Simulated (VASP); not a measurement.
# B (P6/mmm) in VASP: notebook, part 3 of 3

VASP 6.6.1. Earlier steps stand in the parts before.

### Step 6. Single point, PBEsol

This run uses another cell than the first one, of the same volume but with other edges.

INCAR reads:

```
SYSTEM = B
PREC = Accurate
ENCUT = 520
EDIFF = 1E-6
ISMEAR = 0
SIGMA = 0.15
LREAL = .FALSE.
LASPH = .TRUE.
NELM = 80
ALGO = Normal
ISIF = 2
LWAVE = .FALSE.
LCHARG = .FALSE.
GGA = PS
NBANDS = 8
```

KPOINTS reads:

```
Automatic mesh
0
G
  36 36 14
  0 0 0
```

POSCAR reads:

```
B
1.0
    1.7257574820      0.0000000000      0.0000000000
   -0.8628787410      1.4945498202      0.0000000000
    0.0000000000      0.0000000000      3.5378201781
B
1
Direct
    0.0000000000      0.0000000000      0.0000000000
```

Potentials or basis: VASP PAW PBE potentials, release 64 (B).

Run with:

```
cat potpaw_PBE.64/B/POTCAR > POTCAR
mpirun -np 1 vasp_std > vasp.out
```

OUTCAR:

```text
SYSTEM = B
   PREC = Accurate
   ENCUT = 520
   EDIFF = 1E-6
   ISMEAR = 0
   LREAL = .FALSE.
   LASPH = .TRUE.
   NELM = 80
   ISIF = 2
   GGA = PS

 ion  position               nearest neighbor table
   1  0.000  0.000  0.000-

  LATTYP: Found a hexagonal cell.
 ALAT       =     1.7257574820
 C/A-ratio  =     2.0500100478

  Lattice vectors:

 A1 = (   1.7257574820,   0.0000000000,   0.0000000000)
 A2 = (  -0.8628787410,   1.4945498202,   0.0000000000)
 A3 = (   0.0000000000,   0.0000000000,   3.5378201781)

Analysis of symmetry for initial positions (statically):
=====================================================================
 Subroutine PRICEL returns:
 Original cell was already a primitive cell.

 Routine SETGRP: Setting up the symmetry group for a
 hexagonal supercell.

 Subroutine GETGRP returns: Found 24 space group operations
 (whereof 24 operations were pure point group operations)
 out of a pool of 24 trial point group operations.

The static configuration has the point symmetry D_6h.

Analysis of symmetry for dynamics (positions and initial velocities):
=====================================================================
 Subroutine PRICEL returns:
 Original cell was already a primitive cell.

 Routine SETGRP: Setting up the symmetry group for a
 hexagonal supercell.

 Subroutine GETGRP returns: Found 24 space group operations
 (whereof 24 operations were pure point group operations)
 out of a pool of 24 trial point group operations.

The dynamic configuration has the point symmetry D_6h.

 Subroutine INISYM returns: Found 24 space group operations
 (whereof 24 operations are pure point group operations),
 and found     1 'primitive' translations

----------------------------------------------------------------------------------------

                                     Primitive cell

  volume of cell :       9.1249
[... 102 lines left out ...]
   ISMEAR =     0;   SIGMA  =   0.15  broadening in eV -4-tet -1-fermi 0-gaus
   EFERMI_NEDOS =   21; number of points for ismear=-14 and -15
   IALGO  =     38    algorithm
   IMIX   =      4    mixing-type and parameters
     AMIX     =   0.40;   BMIX     =  1.00
     AMIX_MAG =   1.60;   BMIX_MAG =  1.00
  volume/ion in A,a.u.               =       9.12        61.58
  Fermi-wavevector in a.u.,A,eV,Ry     =   1.129900  2.135201 17.370199  1.276674
  Thomas-Fermi vector in A             =   2.266595
   LORBIT       =      0    0 simple, 1 ext, 2 COOP (PROOUT), +10 PAW based schemes
   GGA     = PS    functional components
   LHFCALC =     F    Hartree Fock is set to
   AEXX    =    0.0000 exact exchange contribution
   IVDW    =     0    specifies the selected vdW correction
   LEPSILON=     F    determine dielectric tensor
   LRPA    =     F    only Hartree local field effects (RPA)
 non-spin polarized calculation
 Gauss-broadening in eV      SIGMA  =   0.15
  energy-cutoff  :      520.00
  volume of cell :        9.12
 maximum number of plane-waves:       271
 NGX is ok and might be reduce to    14

 number of electron       3.0000000 magnetization

 Free energy of the ion-electron system (eV)
  ---------------------------------------------------
  ext. energy  EPLUGINS =         0.00000000
  ---------------------------------------------------
  free energy    TOTEN  =        -6.30438527 eV

  energy without entropy =       -6.30188979  energy(sigma->0) =       -6.30313753

 E-fermi :   5.2648     XC(G=0): -10.3524

 val. band max:        5.2507480792   @ k =   0.2500   0.1389   0.2143
 cond. band min:       5.2748304712   @ k =   0.3611   0.0000   0.3571
 fundamental gap:      0.0240823920
 Fermi energy:         5.2647532571

 k-point     1 :       0.0000    0.0000    0.0000
  band No.  band energies     occupation
      1     -11.6804      2.00000
      2      -1.0268      2.00000
      3       7.7486      0.00000
      4      29.2705      0.00000
      5      29.2705      0.00000
      6      33.0582      0.00000
      7      39.2270      0.00000
      8      50.2648      0.00000
[... 243 lines left out ...]
 k-point    24 :       0.1389    0.0278    0.0000
  band No.  band energies     occupation
      1     -10.5916      2.00000
      2       0.4950      2.00000
      3       9.0348      0.00000
      4      24.5676      0.00000
      5      26.4436      0.00000
      6      33.8701      0.00000
      7      40.5315      0.00000
      8      43.9266      0.00000

 [... further k-points ...]
[... 5 lines left out ...]
  --------------------------------------------------------------------------------------
  -------------------------------------------------------------------------------------
  Total       -0.4610958     -0.4610958     -0.0118272      0.0000000      0.0000000      0.0000000
  in kB      -80.9609965    -80.9609965     -2.0766651      0.0000000      0.0000000      0.0000000
  external PRESSURE =     -54.6662194 kB  Pullay stress =       0.0000000 kB

 VOLUME and BASIS-vectors are now :
 -----------------------------------------------------------------------------
  energy-cutoff  :      520.00
  volume of cell :        9.12
      direct lattice vectors                 reciprocal lattice vectors
     1.725757482  0.000000000  0.000000000     0.579455694  0.334548901  0.000000000
    -0.862878741  1.494549820  0.000000000     0.000000000  0.669097802  0.000000000
     0.000000000  0.000000000  3.537820178     0.000000000  0.000000000  0.282659929

 POSITION                                       TOTAL-FORCE (eV/Angst)
 -----------------------------------------------------------------------------------
      0.00000      0.00000      0.00000         0.000000      0.000000      0.000000
 -----------------------------------------------------------------------------------
    total drift:                                0.000000      0.000000     -0.000000

  FREE ENERGIE OF THE ION-ELECTRON SYSTEM (eV)
  ---------------------------------------------------
  free  energy   TOTEN  =        -6.3043852708 eV

  energy  without entropy=       -6.3018897946  energy(sigma->0) =       -6.30313753
```

OSZICAR:

```text
N       E                     dE             d eps       ncg     rms          rms(c)
DAV:   1    -0.269032558650E+01   -0.26903E+01   -0.14873E+03 17072   0.288E+02
DAV:   2    -0.667575443027E+01   -0.39854E+01   -0.37451E+01 22384   0.433E+01
DAV:   3    -0.668543725013E+01   -0.96828E-02   -0.96780E-02 18328   0.234E+00
DAV:   4    -0.668544038175E+01   -0.31316E-05   -0.31318E-05 24640   0.368E-02
DAV:   5    -0.668544038222E+01   -0.46848E-09   -0.40636E-09 18352   0.228E-04    0.306E+00
DAV:   6    -0.639663498462E+01    0.28881E+00   -0.25635E-01 17040   0.191E+00    0.169E+00
DAV:   7    -0.630416969723E+01    0.92465E-01   -0.24770E-01 17816   0.184E+00    0.330E-01
DAV:   8    -0.630436315823E+01   -0.19346E-03   -0.57264E-04 18328   0.208E-01    0.415E-02
DAV:   9    -0.630437788491E+01   -0.14727E-04   -0.51829E-05 21072   0.327E-02    0.144E-02
DAV:  10    -0.630438520397E+01   -0.73191E-05   -0.63031E-06 18688   0.136E-02    0.207E-03
DAV:  11    -0.630438527080E+01   -0.66827E-07   -0.43078E-07 17432   0.261E-03
   1 F= -.63043853E+01 E0= -.63031375E+01  d E =-.249548E-02
```

Run time: 30 s. Hardware: 1 thread of AMD EPYC 9R45 (Zen 5), shared host; peak memory 0.14 GiB.

Results:

```
Free energy            : -6.3044 eV
Pressure               : -5.5 GPa
Band gap on the k mesh : zero (an odd number of electrons rules out a gap without spin polarisation)
```

Stress tensor (GPa, compression positive):
```
-8.10  0.00  0.00
 0.00 -8.10  0.00
 0.00  0.00 -0.21
```

Caveat: the cell stands under tension; the PAW data sets were made with another functional, which shifts forces and pressure a little.

### Step 7. Summary

| cell | gap on the mesh (eV) | pressure (GPa) |
| --- | --- | --- |
| a = 1.797, b = 1.797, c = 3.262 Å, angles 90.0, 90.0, 120.0°, 1 atom | none | -23.2 |
| a = 1.602, b = 1.602, c = 4.105 Å, angles 90.0, 90.0, 120.0°, 1 atom | none | 40.9 |
| a = 1.750, b = 1.750, c = 3.439 Å, angles 90.0, 90.0, 120.0°, 1 atom | none | -12.4 |
| a = 1.649, b = 1.649, c = 3.874 Å, angles 90.0, 90.0, 120.0°, 1 atom | none | 21.1 |
| a = 1.726, b = 1.726, c = 3.538 Å, angles 90.0, 90.0, 120.0°, 1 atom | none | -5.5 |

Alike in all rows: task single point; level PBEsol; potentials or basis VASP PAW PBE potentials, release 64 (B); no spin polarisation; k mesh 36 × 36 × 14; cutoff (eV) 520; smearing gaussian 0.15 eV.

Caveats: the PAW data sets were made with another functional, which shifts forces and pressure a little; the cell stands under tension (at least some runs); the cell stands under pressure (at least some runs).

Absolute energies hang on the potentials; compare differences alone.
